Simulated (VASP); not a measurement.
# HfN (Fm-3m) in VASP: notebook

The runs below take HfN through single point, with PBE.

All numbers are computed with VASP 6.6.1; they aren't measurements. Logs are shortened: lines on timing, memory, paths and dates and some standing lists are left out, and cuts for length are marked.

## 1. The cell of the first run

Symmetry: Fm-3m, No. 225, cubic system. Conventional cell: a = 4.586 Å, b = 4.586 Å, c = 4.586 Å, α = 90.00°, β = 90.00°, γ = 90.00°. Hf (site symmetry m-3m) has 6 N at 2.29 Å within 3.0 Å. N (site symmetry m-3m) has 6 Hf at 2.29 Å within 3.0 Å.

## 2. Single point, PBE

File INCAR:

```
PREC     = Accurate       # precision mode
ENCUT    = 520            # plane-wave cutoff, eV
EDIFF    = 1E-7           # SCF threshold, eV
ISMEAR   = -1             # smearing method
SIGMA    = 0.1            # smearing width, eV
LREAL    = F              # projectors in reciprocal space
LASPH    = T              # aspherical terms in the spheres
NELM     = 100            # most SCF steps
ALGO     = Normal         # electronic algorithm
ISIF     = 2              # what is computed and relaxed
LWAVE    = F              # write WAVECAR
LCHARG   = F              # write CHGCAR
GGA      = PE             # functional
NBANDS   = 14             # bands
```

File KPOINTS:

```
Automatic mesh
0
Gamma
  11 11 11
```

File POSCAR:

```
HfN
1.0
    0.0000000000      2.2929901810      2.2929901810
    2.2929901810      0.0000000000      2.2929901810
    2.2929901810      2.2929901810      0.0000000000
Hf N
1 1
Direct
    0.0000000000      0.0000000000      0.0000000000
    0.5000000000      0.5000000000      0.5000000000
```

Potentials or basis: VASP PAW PBE potentials, release 64 (Hf_pv, N).

On the command line:

```
$ cat potpaw_PBE.64/Hf_pv/POTCAR potpaw_PBE.64/N/POTCAR > POTCAR
$ mpirun -np 1 vasp_std > vasp.out
```

OUTCAR:

```text
PREC = Accurate
   ENCUT = 520
   EDIFF = 1E-7
   ISMEAR = -1
   LREAL = F
   LASPH = T
   NELM = 100
   ISIF = 2
   GGA = PE

 ion  position               nearest neighbor table
   1  0.000  0.000  0.000-   2 2.29   2 2.29   2 2.29   2 2.29   2 2.29   2 2.29
   2  0.500  0.500  0.500-   1 2.29   1 2.29   1 2.29   1 2.29   1 2.29   1 2.29

  LATTYP: Found a face centered cubic cell.
 ALAT       =     4.5859803620

  Lattice vectors:

 A1 = (   0.0000000000,   2.2929901810,   2.2929901810)
 A2 = (   2.2929901810,   0.0000000000,   2.2929901810)
 A3 = (   2.2929901810,   2.2929901810,   0.0000000000)

Analysis of symmetry for initial positions (statically):
=====================================================================
 Subroutine PRICEL returns:
 Original cell was already a primitive cell.

 Routine SETGRP: Setting up the symmetry group for a
 face centered cubic supercell.

 Subroutine GETGRP returns: Found 48 space group operations
 (whereof 48 operations were pure point group operations)
 out of a pool of 48 trial point group operations.

The static configuration has the point symmetry O_h .

Analysis of symmetry for dynamics (positions and initial velocities):
=====================================================================
 Subroutine PRICEL returns:
 Original cell was already a primitive cell.

 Routine SETGRP: Setting up the symmetry group for a
 face centered cubic supercell.

 Subroutine GETGRP returns: Found 48 space group operations
 (whereof 48 operations were pure point group operations)
 out of a pool of 48 trial point group operations.

The dynamic configuration has the point symmetry O_h .

 Subroutine INISYM returns: Found 48 space group operations
 (whereof 48 operations are pure point group operations),
 and found     1 'primitive' translations

----------------------------------------------------------------------------------------

                                     Primitive cell

  volume of cell :      24.1122

  direct lattice vectors                    reciprocal lattice vectors
     0.000000000  2.292990181  2.292990181    -0.218055884  0.218055884  0.218055884
     2.292990181  0.000000000  2.292990181     0.218055884 -0.218055884  0.218055884
     2.292990181  2.292990181  0.000000000     0.218055884  0.218055884 -0.218055884

  length of vectors
     3.242777812  3.242777812  3.242777812     0.377683869  0.377683869  0.377683869

  position of ions in fractional coordinates (direct lattice)
     0.000000000  0.000000000  0.000000000
     0.500000000  0.500000000  0.500000000

  ion indices of the primitive-cell ions
   primitive index   ion index
                 1           1
                 2           2

----------------------------------------------------------------------------------------

 KPOINTS: Automatic mesh

Automatic generation of k-mesh.
 Grid dimensions read from file:
 generate k-points for:   11   11   11

 Generating k-lattice:

  Cartesian coordinates                     Fractional coordinates (reciprocal lattice)
    -0.019823262  0.019823262  0.019823262     0.090909091  0.000000000  0.000000000
     0.019823262 -0.019823262  0.019823262     0.000000000  0.090909091  0.000000000
     0.019823262  0.019823262 -0.019823262     0.000000000  0.000000000  0.090909091

  Length of vectors
     0.034334897  0.034334897  0.034334897

  Shift w.r.t. Gamma in fractional coordinates (k-lattice)
     0.000000000  0.000000000  0.000000000

 Subroutine IBZKPT returns following result:
 ===========================================

 Found     56 irreducible k-points:

 Following reciprocal coordinates:
            Coordinates               Weight
  0.000000  0.000000  0.000000      1.000000
  0.090909  0.000000  0.000000      8.000000
  0.181818  0.000000  0.000000      8.000000
  0.272727  0.000000  0.000000      8.000000
  0.363636  0.000000  0.000000      8.000000
  0.454545  0.000000  0.000000      8.000000
[... 16 lines left out ...]
 -0.272727  0.181818  0.000000     24.000000
 -0.181818  0.181818  0.000000     12.000000
 [... further k-points ...]
   k-points           NKPTS =     56   k-points in BZ     NKDIM =     56   number of bands    NBANDS=     14
   number of dos      NEDOS =    301   number of ions     NIONS =      2
   total plane-waves  NPLWV =  13824
   dimension x,y,z NGX =    24 NGY =   24 NGZ =   24
   dimension x,y,z NGXF=    48 NGYF=   48 NGZF=   48
   ions per type =               1   1
   NGX,Y,Z   is equivalent  to a cutoff of  12.30, 12.30, 12.30 a.u.
   NGXF,Y,Z  is equivalent  to a cutoff of  24.61, 24.61, 24.61 a.u.
 SYSTEM =  unknown system
   PREC   = accura    normal or accurate (medium, high low for compatibility)
   ISTART =      0    job   : 0-new  1-cont  2-samecut
   ICHARG =      2    charge: 1-file 2-atom 10-const
   ISPIN  =      1    spin polarized calculation?
   LNONCOLLINEAR =      F non collinear calculations
   LSORBIT =      F    spin-orbit coupling
   LASPH  =      T    aspherical Exc in radial PAW
   ENCUT  =  520.0 eV  38.22 Ry    6.18 a.u.   6.03  6.03  6.03*2*pi/ulx,y,z
   NELM   =    100;   NELMIN=  2; NELMDL= -5     # of ELM steps
   EDIFF  = 0.1E-06   stopping-criterion for ELM
   LREAL  =      F    real-space projection
   EDIFFG = 0.1E-05   stopping-criterion for IOM
   NSW    =      0    number of steps for IOM
   IBRION =     -1    ionic relax: 0-MD 1-quasi-New 2-CG
   NFREE  =      0    steps in history (QN), initial steepest desc. (CG)
   ISIF   =      2    stress and relaxation
   ISYM   =      2    0-nonsym 1-usesym 2-fastsym
   POTIM  = 0.5000    time-step for ionic-motion
   TEBEG  =    0.0;   TEEND  =   0.0 temperature during run
   PSTRESS=    0.0 pullay stress
   NELECT =      15.0000    total number of electrons
   NUPDOWN=      -1.0000    fix difference up-down
   EMIN   =  10.00;   EMAX   =-10.00  energy-range for DOS
   EFERMI =   0.00;   METHOD = LEGACY
   ISMEAR =    -1;   SIGMA  =   0.10  broadening in eV -4-tet -1-fermi 0-gaus
   EFERMI_NEDOS =   21; number of points for ismear=-14 and -15
   IALGO  =     38    algorithm
   IMIX   =      4    mixing-type and parameters
     AMIX     =   0.40;   BMIX     =  1.00
     AMIX_MAG =   1.60;   BMIX_MAG =  1.00
  volume/ion in A,a.u.               =      12.06        81.36
  Fermi-wavevector in a.u.,A,eV,Ry     =   1.397525  2.640940 26.573231  1.953077
  Thomas-Fermi vector in A             =   2.520773
   LORBIT       =      0    0 simple, 1 ext, 2 COOP (PROOUT), +10 PAW based schemes
   GGA     = PE    functional components
   LHFCALC =     F    Hartree Fock is set to
   AEXX    =    0.0000 exact exchange contribution
   IVDW    =     0    specifies the selected vdW correction
   LEPSILON=     F    determine dielectric tensor
   LRPA    =     F    only Hartree local field effects (RPA)
 non-spin polarized calculation
  energy-cutoff  :      520.00
  volume of cell :       24.11
 maximum number of plane-waves:       662
   NGX = 13   NGY = 13   NGZ = 13

 number of electron      15.0000000 magnetization

 Free energy of the ion-electron system (eV)
  ---------------------------------------------------
  ext. energy  EPLUGINS =         0.00000000
  ---------------------------------------------------
  free energy    TOTEN  =       -21.74284875 eV

  energy without entropy =      -21.71923590  energy(sigma->0) =      -21.73104232

 E-fermi :   7.9519     XC(G=0): -12.4986

 val. band max:        7.9269296655   @ k =   0.4545   0.1818   0.0000
 cond. band min:       7.9765599865   @ k =  -0.0909   0.0909   0.0000
 fundamental gap:      0.0496303210
 Fermi energy:         7.9518855731

 k-point     1 :       0.0000    0.0000    0.0000
  band No.  band energies     occupation
      1     -23.3398      2.00000
      2     -23.3398      2.00000
      3     -23.3398      2.00000
      4      -9.2535      2.00000
      5       5.0179      2.00000
      6       5.0179      2.00000
      7       5.0179      2.00000
      8       7.6651      1.89251
      9       7.6651      1.89251
     10       7.6651      1.89251
     11       9.3695      0.00000
     12       9.8494      0.00000
     13       9.8494      0.00000
     14      17.4453      0.00000

 k-point     2 :       0.0909    0.0000    0.0000
  band No.  band energies     occupation
      1     -23.4093      2.00000
      2     -23.3458      2.00000
      3     -23.3458      2.00000
      4      -9.0822      2.00000
      5       4.2461      2.00000
      6       4.5865      2.00000
      7       4.5865      2.00000
      8       7.8415      1.50180
      9       7.9231      1.14316
     10       7.9231      1.14316
     11       9.9738      0.00000
     12      10.4289      0.00000
     13      10.4289      0.00000
     14      18.0470      0.00000

 k-point     3 :       0.1818    0.0000    0.0000
  band No.  band energies     occupation
      1     -23.5906      2.00000
      2     -23.3620      2.00000
      3     -23.3620      2.00000
      4      -8.6113      2.00000
      5       2.7917      2.00000
      6       3.7440      2.00000
      7       3.7440      2.00000
      8       8.1317      0.28404
      9       8.5747      0.00394
     10       8.5747      0.00394
     11      11.2652      0.00000
     12      11.7896      0.00000
     13      11.7896      0.00000
     14      19.5406      0.00000
[... 324 lines left out ...]
 k-point    23 :      -0.2727    0.1818    0.0000
  band No.  band energies     occupation
      1     -23.9195      2.00000
      2     -23.5690      2.00000
      3     -23.3993      2.00000
      4      -7.4346      2.00000
      5       0.5263      2.00000
      6       2.3367      2.00000
      7       2.8553      2.00000
      8       9.3000      0.00000
      9       9.8070      0.00000
     10      11.3004      0.00000
     11      12.0125      0.00000
     12      14.8334      0.00000
     13      15.9212      0.00000
     14      19.5371      0.00000

 k-point    24 :      -0.1818    0.1818    0.0000
  band No.  band energies     occupation
      1     -23.7921      2.00000
      2     -23.5079      2.00000
      3     -23.3709      2.00000
      4      -7.8718      2.00000
      5       1.1983      2.00000
      6       2.6528      2.00000
      7       3.3203      2.00000
      8       8.7936      0.00044
      9       9.0088      0.00005
     10      10.8164      0.00000
     11      11.0109      0.00000
     12      13.7986      0.00000
     13      14.7496      0.00000
     14      19.9907      0.00000

 [... further k-points ...]
[... 5 lines left out ...]
  --------------------------------------------------------------------------------------
  -------------------------------------------------------------------------------------
  Total       -1.2618525     -1.2618525     -1.2618525      0.0000000      0.0000000      0.0000000
  in kB      -83.8460501    -83.8460501    -83.8460501      0.0000000      0.0000000      0.0000000
  external PRESSURE =     -83.8460501 kB  Pullay stress =       0.0000000 kB

 VOLUME and BASIS-vectors are now :
 -----------------------------------------------------------------------------
  energy-cutoff  :      520.00
  volume of cell :       24.11
      direct lattice vectors                 reciprocal lattice vectors
     0.000000000  2.292990181  2.292990181    -0.218055884  0.218055884  0.218055884
     2.292990181  0.000000000  2.292990181     0.218055884 -0.218055884  0.218055884
     2.292990181  2.292990181  0.000000000     0.218055884  0.218055884 -0.218055884

 POSITION                                       TOTAL-FORCE (eV/Angst)
 -----------------------------------------------------------------------------------
      0.00000      0.00000      0.00000         0.000000      0.000000     -0.000000
      2.29299      2.29299      2.29299        -0.000000     -0.000000      0.000000
 -----------------------------------------------------------------------------------
    total drift:                                0.000000     -0.000000     -0.000000

  FREE ENERGIE OF THE ION-ELECTRON SYSTEM (eV)
  ---------------------------------------------------
  free  energy   TOTEN  =       -21.7428487461 eV

  energy  without entropy=      -21.7192358958  energy(sigma->0) =      -21.73104232
```

Run time: 38 s. Hardware: 1 thread of AMD EPYC 7R13, shared host; peak memory 0.12 GiB.

What came out:

```yaml
Free_energy: -21.7428 eV
Pressure: -8.4 GPa
```

Levels at points of the mesh, in eV from the Fermi level:
| k point | band 5 | band 6 | band 7 | band 8 | band 9 | band 10 | band 11 | band 12 |
| --- | --- | --- | --- | --- | --- | --- | --- | --- |
| (0.00, 0.00, 0.00) | -2.93 | -2.93 | -2.93 | -0.29 | -0.29 | -0.29 | 1.42 | 1.90 |

Caveat: spin-orbit coupling is left out, which moves the levels of the heavy elements.

## 3. Single point, PBE

This run uses another cell than the first one, of 12.34 Å³/atom, 1.024 times its volume.

File INCAR:

```
SYSTEM = HfN
  PREC = Accurate
  ENCUT = 520
  EDIFF = 1E-6
  ISMEAR = -1
  SIGMA = 0.1
  LREAL = .False.
  LASPH = .True.
  NELM = 60
  ALGO = Normal
  ISIF = 2
  LWAVE = .False.
  LCHARG = .False.
  GGA = PE
  NBANDS = 14
```

File KPOINTS:

```
regular mesh
0
Gamma
  11 11 11
  0 0 0
```

File POSCAR:

```
HfN
1.0
    0.0000000000      2.3110459652      2.3110459652
    2.3110459652      0.0000000000      2.3110459652
    2.3110459652      2.3110459652      0.0000000000
Hf N
1 1
Direct
    0.0000000000      0.0000000000      0.0000000000
    0.5000000000      0.5000000000      0.5000000000
```

Potentials or basis: VASP PAW PBE potentials, release 64 (Hf_pv, N).

On the command line:

```
$ cat potpaw_PBE.64/Hf_pv/POTCAR potpaw_PBE.64/N/POTCAR > POTCAR
$ mpirun -np 1 vasp_std > vasp.out
```

Wall time 34 s (1 thread of AMD EPYC 7R13, shared host); peak memory 0.12 GiB.

Results (log left out):

| Quantity | Value |
| --- | --- |
| Free energy | -21.7036 eV |
| Pressure | -13.6 GPa |

Levels at points of the mesh, in eV from the Fermi level:
```
           k point  band 4  band 5  band 6  band 7  band 8  band 9  band 10  band 11  band 12  band 13
(0.00, 0.00, 0.00)  -17.06   -2.90   -2.90   -2.90   -0.28   -0.28    -0.28     1.21     1.84     1.84
```

Caveat: spin-orbit coupling is left out, which moves the levels of the heavy elements.

(Part 1 of 2 ends here.)
